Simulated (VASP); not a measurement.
# HfC in VASP: notebook

The runs below take HfC through single point, with LDA.

All numbers are computed with VASP 6.6.1; they aren't measurements. Logs are shortened: lines on timing, memory, paths and dates and some standing lists are left out, and cuts for length are marked.

### Step 1. The cell of the first run

It takes space group I4/mmm (No. 139, tetragonal). The conventional cell has a = 3.222 Å, b = 3.222 Å, c = 4.650 Å, α = 90.00°, β = 90.00°, γ = 90.00°. Hf (site symmetry 4/mmm) has 6 C at 2.28 to 2.33 Å within 3.0 Å. C (site symmetry 4/mmm) has 6 Hf at 2.28 to 2.33 Å within 3.0 Å.

### Step 2. Single point, LDA (equal xx and yy strain of -2 %)

File INCAR:

```
ALGO = Normal ; EDIFF = 1E-6
ENCUT = 520 ; ISIF = 2
ISMEAR = -1 ; LASPH = True
LCHARG = False ; LREAL = False
LWAVE = False ; NBANDS = 14
NELM = 80 ; PREC = Accurate
SIGMA = 0.05
```

File KPOINTS:

```
k-points
0
Gamma
  12 12 12
```

File POSCAR:

```
HfC
1.0
    0.0000000000      2.2785000000      2.3250000000
    2.2785000000      0.0000000000      2.3250000000
    2.2785000000      2.2785000000      0.0000000000
Hf C
1 1
Direct
    0.5000000000      0.5000000000      0.5000000000
    0.0000000000      0.0000000000      0.0000000000
```

Potentials or basis: VASP PAW LDA potentials, release 64 (Hf_pv, C).

The run is started by

```bash
cat potpaw_LDA.64/Hf_pv/POTCAR potpaw_LDA.64/C/POTCAR > POTCAR
mpirun -np 1 vasp_std > vasp.out
```

OUTCAR:

```text
EDIFF = 1E-6
   ENCUT = 520
   ISIF = 2
   ISMEAR = -1
   LASPH = True
   LREAL = False
   NELM = 80
   PREC = Accurate

 ion  position               nearest neighbor table
   1  0.500  0.500  0.500-   2 2.28   2 2.28   2 2.28   2 2.28   2 2.33   2 2.33
   2  0.000  0.000  0.000-   1 2.28   1 2.28   1 2.28   1 2.28   1 2.33   1 2.33

  LATTYP: Found a body centered tetragonal cell.
 ALAT       =     3.2222856019
 C/A-ratio  =     1.4430750636

  Lattice vectors:

 A1 = (  -2.2785000000,   0.0000000000,   2.3250000000)
 A2 = (   2.2785000000,   0.0000000000,   2.3250000000)
 A3 = (   0.0000000000,   2.2785000000,  -2.3250000000)

Analysis of symmetry for initial positions (statically):
=====================================================================
 Subroutine PRICEL returns:
 Original cell was already a primitive cell.

 Routine SETGRP: Setting up the symmetry group for a
 body centered tetragonal supercell.

 Subroutine GETGRP returns: Found 16 space group operations
 (whereof 16 operations were pure point group operations)
 out of a pool of 16 trial point group operations.

The static configuration has the point symmetry D_4h.

Analysis of symmetry for dynamics (positions and initial velocities):
=====================================================================
 Subroutine PRICEL returns:
 Original cell was already a primitive cell.

 Routine SETGRP: Setting up the symmetry group for a
 body centered tetragonal supercell.

 Subroutine GETGRP returns: Found 16 space group operations
 (whereof 16 operations were pure point group operations)
 out of a pool of 16 trial point group operations.

The dynamic configuration has the point symmetry D_4h.

 Subroutine INISYM returns: Found 16 space group operations
 (whereof 16 operations are pure point group operations),
 and found     1 'primitive' translations

----------------------------------------------------------------------------------------

                                     Primitive cell

  volume of cell :      24.1408

  direct lattice vectors                    reciprocal lattice vectors
     0.000000000  2.278500000  2.325000000    -0.219442616  0.219442616  0.215053763
     2.278500000  0.000000000  2.325000000     0.219442616 -0.219442616  0.215053763
     2.278500000  2.278500000  0.000000000     0.219442616  0.219442616 -0.215053763

  length of vectors
     3.255332126  3.255332126  3.222285602     0.377568860  0.377568860  0.377568860

  position of ions in fractional coordinates (direct lattice)
     0.500000000  0.500000000  0.500000000
     0.000000000  0.000000000  0.000000000

  ion indices of the primitive-cell ions
   primitive index   ion index
                 1           1
[... 87 lines left out ...]
   EFERMI =   0.00;   METHOD = LEGACY
   ISMEAR =    -1;   SIGMA  =   0.05  broadening in eV -4-tet -1-fermi 0-gaus
   EFERMI_NEDOS =   21; number of points for ismear=-14 and -15
   IALGO  =     38    algorithm
   IMIX   =      4    mixing-type and parameters
     AMIX     =   0.40;   BMIX     =  1.00
     AMIX_MAG =   1.60;   BMIX_MAG =  1.00
  volume/ion in A,a.u.               =      12.07        81.45
  Fermi-wavevector in a.u.,A,eV,Ry     =   1.365213  2.579879 25.358638  1.863807
  Thomas-Fermi vector in A             =   2.491461
   LORBIT       =      0    0 simple, 1 ext, 2 COOP (PROOUT), +10 PAW based schemes
   GGA     = CA    functional components
   LHFCALC =     F    Hartree Fock is set to
   AEXX    =    0.0000 exact exchange contribution
   IVDW    =     0    specifies the selected vdW correction
   LEPSILON=     F    determine dielectric tensor
   LRPA    =     F    only Hartree local field effects (RPA)
 non-spin polarized calculation
  energy-cutoff  :      520.00
  volume of cell :       24.14
 maximum number of plane-waves:       662
   NGX = 13   NGY = 13   NGZ = 11

 number of electron      14.0000001 magnetization

 Free energy of the ion-electron system (eV)
  ---------------------------------------------------
  ext. energy  EPLUGINS =         0.00000000
  ---------------------------------------------------
  free energy    TOTEN  =       -22.88525771 eV

  energy without entropy =      -22.88267687  energy(sigma->0) =      -22.88396729

 E-fermi :   6.1981     XC(G=0): -12.6848

 val. band max:        6.1775986258   @ k =   0.5000   0.0000   0.5000
 cond. band min:       6.2140152916   @ k =   0.4167   0.0000   0.3333
 fundamental gap:      0.0364166658
 Fermi energy:         6.1981449595

 k-point     1 :       0.0000    0.0000    0.0000
  band No.  band energies     occupation
      1     -23.0507      2.00000
      2     -23.0284      2.00000
      3     -23.0284      2.00000
      4      -6.1741      2.00000
      5       7.1431      0.00000
      6       7.2581      0.00000
      7       7.2581      0.00000
      8       7.3360      0.00000
      9       7.5596      0.00000
     10       7.5596      0.00000
     11       9.4432      0.00000
     12       9.7604      0.00000
     13      13.6555      0.00000
     14      17.3351      0.00000
[... 377 lines left out ...]
      1     -23.7621      2.00000
      2     -23.2797      2.00000
      3     -23.1247      2.00000
      4      -2.5338      2.00000
      5       0.5872      2.00000
      6       3.2366      2.00000
      7       3.3563      2.00000
      8      10.6099      0.00000
      9      11.2934      0.00000
     10      11.5936      0.00000
     11      14.9521      0.00000
     12      16.4949      0.00000
     13      17.7642      0.00000
     14      19.2453      0.00000

 [... further k-points ...]

------------------------ aborting loop because EDIFF is reached ----------------------------------------

  FORCE on cell =-STRESS in cart. coord.  units (eV):
  Direction    XX          YY          ZZ          XY          YZ          ZX
  --------------------------------------------------------------------------------------
  -------------------------------------------------------------------------------------
  Total        0.1940806      0.1940806     -1.1662768      0.0000000     -0.0000000     -0.0000000
  in kB       12.8807667     12.8807667    -77.4036081      0.0000000     -0.0000000     -0.0000000
  external PRESSURE =     -17.2140249 kB  Pullay stress =       0.0000000 kB

 VOLUME and BASIS-vectors are now :
 -----------------------------------------------------------------------------
  energy-cutoff  :      520.00
  volume of cell :       24.14
      direct lattice vectors                 reciprocal lattice vectors
     0.000000000  2.278500000  2.325000000    -0.219442616  0.219442616  0.215053763
     2.278500000  0.000000000  2.325000000     0.219442616 -0.219442616  0.215053763
     2.278500000  2.278500000  0.000000000     0.219442616  0.219442616 -0.215053763

 POSITION                                       TOTAL-FORCE (eV/Angst)
 -----------------------------------------------------------------------------------
      2.27850      2.27850      2.32500        -0.000000      0.000000      0.000000
      0.00000      0.00000      0.00000         0.000000     -0.000000      0.000000
 -----------------------------------------------------------------------------------
    total drift:                                0.000000     -0.000000      0.000000

  FREE ENERGIE OF THE ION-ELECTRON SYSTEM (eV)
  ---------------------------------------------------
  free  energy   TOTEN  =       -22.8852577051 eV

  energy  without entropy=      -22.8826768727  energy(sigma->0) =      -22.88396729
```

Run time: 13 s. Hardware: 1 thread of Intel Xeon 6975P-C (Granite Rapids), shared host; peak memory 0.17 GiB.

What came out:

- Free energy: -22.8853 eV
- Pressure: -1.7 GPa
- Band gap on the k mesh: zero (band 7 reaches 7.26 eV, above the bottom of band 8 at 5.73 eV)

Stress tensor (GPa, compression positive):
```
 1.29  0.00  0.00
 0.00  1.29  0.00
 0.00  0.00 -7.74
```

Caveat: the cell differs from its parent crystal (equal xx and yy strain of -2 %); spin-orbit coupling is left out, which moves the levels of the heavy elements.

### Step 3. Single point, LDA (equal xy, yz and zx shear strains of -2 %)

File INCAR:

```
PREC = Accurate
ENCUT = 520
EDIFF = 1E-6
ISMEAR = -1
SIGMA = 0.05
LREAL = False
LASPH = True
NELM = 60
ALGO = Normal
ISIF = 2
LWAVE = False
LCHARG = True
GGA = CA
LELF = True
LVHAR = True
NBANDS = 14
```

File KPOINTS:

```
Automatic mesh
0
Gamma
  12 12 12
```

File POSCAR:

```
HfC
1.0
   -0.0465000000      2.3017500000      2.3017500000
    2.3017500000     -0.0465000000      2.3017500000
    2.3017500000      2.3017500000     -0.0465000000
Hf C
1 1
Direct
    0.5000000000      0.5000000000      0.5000000000
    0.0000000000      0.0000000000      0.0000000000
```

Potentials or basis: VASP PAW LDA potentials, release 64 (Hf_pv, C).

The run is started by

```bash
cat potpaw_LDA.64/Hf_pv/POTCAR potpaw_LDA.64/C/POTCAR > POTCAR
mpirun -np 1 vasp_std > vasp.out
```

Run time: 23 s. Hardware: 1 thread of Intel Xeon Platinum 8488C (Sapphire Rapids), shared host; peak memory 0.18 GiB.

It converged, with:

| Item | Value |
| --- | --- |
| Free energy | -22.8365 eV |
| Pressure | -11.5 GPa |
| Band gap on the k mesh | zero (band 7 reaches 7.00 eV, above the bottom of band 8 at 5.57 eV) |

Stress tensor (GPa, compression positive):
```
-11.52   3.35   3.35
  3.35 -11.52   3.35
  3.35   3.35 -11.52
```

Levels at points of the mesh, in eV from the Fermi level:
| k point | band 4 | band 5 | band 6 | band 7 | band 8 | band 9 | band 10 | band 11 |
| --- | --- | --- | --- | --- | --- | --- | --- | --- |
| (0.00, 0.00, 0.00) | -12.16 | 0.95 | 0.95 | 1.14 | 1.14 | 1.15 | 1.57 | 3.33 |
| (0.50, 0.00, 0.00) | -8.36 | -6.15 | -3.09 | -2.78 | 4.93 | 5.13 | 5.88 | 6.69 |
| (0.50, 0.50, 0.00) | -10.24 | -2.51 | -1.84 | -0.16 | 0.05 | 5.22 | 6.55 | 6.64 |
| (0.50, 0.50, 0.50) | -8.22 | -6.09 | -3.18 | -3.18 | 5.36 | 5.36 | 5.79 | 6.48 |

Caveat: the cell differs from its parent crystal (equal xy, yz and zx shear strains of -2 %); spin-orbit coupling is left out, which moves the levels of the heavy elements.

### Step 4. Single point, LDA (equal xy, yz and zx shear strains of -1 %)

File INCAR:

```
ALGO     = Normal         # electronic algorithm
EDIFF    = 1E-7           # SCF threshold, eV
ENCUT    = 520            # plane-wave cutoff, eV
ISIF     = 2              # what is computed and relaxed
ISMEAR   = -1             # smearing method
LASPH    = T              # aspherical terms in the spheres
LCHARG   = T              # write CHGCAR
LELF     = T              # ELF
LREAL    = F              # projectors in reciprocal space
LVHAR    = T            
LWAVE    = F              # write WAVECAR
NBANDS   = 14             # bands
NELM     = 80             # most SCF steps
PREC     = Accurate       # precision mode
SIGMA    = 0.05           # smearing width, eV
```

File KPOINTS:

```
k-points
0
Gamma
  12 12 12
```

File POSCAR:

```
HfC
1.0
   -0.0232500000      2.3133750000      2.3133750000
    2.3133750000     -0.0232500000      2.3133750000
    2.3133750000      2.3133750000     -0.0232500000
Hf C
1 1
Direct
    0.5000000000      0.5000000000      0.5000000000
    0.0000000000      0.0000000000      0.0000000000
```

The run is started by

```bash
cat potpaw_LDA.64/Hf_pv/POTCAR potpaw_LDA.64/C/POTCAR > POTCAR
mpirun -np 1 vasp_std > vasp.out
```

It took 26 s on 1 thread of Intel Xeon Platinum 8488C (Sapphire Rapids), shared host; peak memory 0.19 GiB.

It converged, with:

```yaml
Free_energy: -22.8481 eV
Pressure: -11.5 GPa
Band_gap_on_the_k_mesh: zero (band 7 reaches 6.94 eV, above the bottom of band 8 at 5.50 eV)
```

Stress tensor (GPa, compression positive):
```
-11.53   1.70   1.70
  1.70 -11.53   1.70
  1.70   1.70 -11.53
```

Levels at points of the mesh, in eV from the Fermi level:
```tsv
k point	band 4	band 5	band 6	band 7	band 8	band 9	band 10	band 11
(0.00, 0.00, 0.00)	-12.16	0.97	0.97	1.07	1.21	1.21	1.42	3.31
(0.50, 0.00, 0.00)	-8.35	-6.15	-3.05	-2.90	5.06	5.20	5.72	6.65
(0.50, 0.50, 0.00)	-10.25	-2.52	-1.85	-0.12	-0.02	5.22	6.58	6.61
(0.50, 0.50, 0.50)	-8.28	-6.12	-3.10	-3.10	5.27	5.27	5.73	6.54
```

Caveat: the cell differs from its parent crystal (equal xy, yz and zx shear strains of -1 %); spin-orbit coupling is left out, which moves the levels of the heavy elements.

### Step 5. Single point, LDA (equal xy, yz and zx shear strains of +1 %)

File INCAR:

```
SYSTEM = HfC
ALGO     = Normal         ! electronic algorithm
EDIFF    = 1E-6           ! SCF threshold, eV
ENCUT    = 520            ! plane-wave cutoff, eV
ISIF     = 2              ! what is computed and relaxed
ISMEAR   = -1             ! smearing method
LASPH    = .True.         ! aspherical terms in the spheres
LCHARG   = .False.        ! write CHGCAR
LREAL    = .False.        ! projectors in reciprocal space
LWAVE    = .False.        ! write WAVECAR
NBANDS   = 14             ! bands
NELM     = 100            ! most SCF steps
PREC     = Accurate       ! precision mode
SIGMA    = 0.05           ! smearing width, eV
```

File KPOINTS:

```
k-points
0
Gamma
  12 12 12
  0 0 0
```

File POSCAR:

```
HfC
1.0
    0.0232500000      2.3366250000      2.3366250000
    2.3366250000      0.0232500000      2.3366250000
    2.3366250000      2.3366250000      0.0232500000
Hf C
1 1
Direct
    0.5000000000      0.5000000000      0.5000000000
    0.0000000000      0.0000000000      0.0000000000
```

The run is started by

```bash
cat potpaw_LDA.64/Hf_pv/POTCAR potpaw_LDA.64/C/POTCAR > POTCAR
mpirun -np 1 vasp_std > vasp.out
```

It took 45 s on 1 thread of Intel Xeon Platinum 8488C (Sapphire Rapids), shared host; peak memory 0.19 GiB.

It converged, with:

| Item | Value |
| --- | --- |
| Free energy | -22.8480 eV |
| Pressure | -11.6 GPa |
| Band gap on the k mesh | zero (band 7 reaches 6.91 eV, above the bottom of band 8 at 5.49 eV) |

Stress tensor (GPa, compression positive):
```
-11.56  -1.75  -1.75
 -1.75 -11.56  -1.75
 -1.75  -1.75 -11.56
```

Levels at points of the mesh, in eV from the Fermi level:
```csv
k point,band 3,band 4,band 5,band 6,band 7,band 8,band 9,band 10,band 11,band 12
"(0.00, 0.00, 0.00)",-29.42,-12.16,0.94,1.04,1.04,1.14,1.35,1.35,3.31,3.31
"(0.50, 0.00, 0.00)",-29.49,-8.31,-6.13,-3.11,-2.96,5.06,5.32,5.74,6.60,11.30
"(0.50, 0.50, 0.00)",-29.65,-10.25,-2.52,-1.85,-0.12,-0.02,5.22,6.59,6.60,8.36
"(0.50, 0.50, 0.50)",-29.48,-8.38,-6.17,-2.92,-2.92,5.11,5.11,5.61,6.70,11.21
```

Caveat: the cell differs from its parent crystal (equal xy, yz and zx shear strains of +1 %); spin-orbit coupling is left out, which moves the levels of the heavy elements.

### Step 6. Single point, LDA (equal xy, yz and zx shear strains of +2 %)

File INCAR:

```
SYSTEM = HfC
ALGO = Normal ; EDIFF = 1E-7
ENCUT = 520 ; ISIF = 2
ISMEAR = -1 ; LASPH = .TRUE.
LCHARG = .FALSE. ; LREAL = .FALSE.
LWAVE = .FALSE. ; NBANDS = 14
NELM = 60 ; PREC = Accurate
SIGMA = 0.05
```

File KPOINTS:

```
k-points
0
G
  12 12 12
  0 0 0
```

File POSCAR:

```
HfC
1.0
    0.0465000000      2.3482500000      2.3482500000
    2.3482500000      0.0465000000      2.3482500000
    2.3482500000      2.3482500000      0.0465000000
Hf C
1 1
Direct
    0.5000000000      0.5000000000      0.5000000000
    0.0000000000      0.0000000000      0.0000000000
```

Potentials or basis: VASP PAW LDA potentials, release 64 (Hf_pv, C).

The run is started by

```bash
cat potpaw_LDA.64/Hf_pv/POTCAR potpaw_LDA.64/C/POTCAR > POTCAR
mpirun -np 1 vasp_std > vasp.out
```

Wall time 50 s (1 thread of Intel Xeon Platinum 8488C (Sapphire Rapids), shared host); peak memory 0.2 GiB.

The run converged. Its results:

```
Free energy            : -22.8361 eV
Pressure               : -11.5 GPa
Band gap on the k mesh : zero (band 7 reaches 6.95 eV, above the bottom of band 8 at 5.54 eV)
```

Stress tensor (GPa, compression positive):
```
-11.49  -3.54  -3.54
 -3.54 -11.49  -3.54
 -3.54  -3.54 -11.49
```

Levels at points of the mesh, in eV from the Fermi level:
```tsv
k point	band 4	band 5	band 6	band 7	band 8	band 9	band 10	band 11
(0.00, 0.00, 0.00)	-12.15	0.88	1.00	1.09	1.09	1.42	1.42	3.33
(0.50, 0.00, 0.00)	-8.29	-6.12	-3.20	-2.90	4.89	5.46	5.87	6.58
(0.50, 0.50, 0.00)	-10.24	-2.51	-1.84	-0.15	0.04	5.22	6.57	6.63
(0.50, 0.50, 0.50)	-8.42	-6.19	-2.82	-2.82	5.05	5.05	5.56	6.80
```

Caveat: the cell differs from its parent crystal (equal xy, yz and zx shear strains of +2 %); spin-orbit coupling is left out, which moves the levels of the heavy elements.

### Step 7. Overview

| cell | gap on the mesh (eV) | pressure (GPa) |
| --- | --- | --- |
| a = 3.255, b = 3.255, c = 3.222 Å, angles 60.3, 60.3, 59.3°, 2 atoms | none | -1.7 |
| a = 3.255 Å, angles 61.3°, 2 atoms | none | -11.5 |
| a = 3.272 Å, angles 60.7°, 2 atoms | none | -11.5 |
| a = 3.305 Å, angles 59.3°, 2 atoms | none | -11.6 |
| a = 3.321 Å, angles 58.7°, 2 atoms | none | -11.5 |

Alike in all rows: task single point; level LDA; potentials or basis VASP PAW LDA potentials, release 64 (Hf_pv, C); no spin polarisation; k mesh 12 × 12 × 12; cutoff (eV) 520; smearing fermi-dirac 0.05 eV.

Caveats: spin-orbit coupling is left out, which moves the levels of the heavy elements.

Total energies depend on the potentials used, so only differences within one code and one set of settings carry meaning.
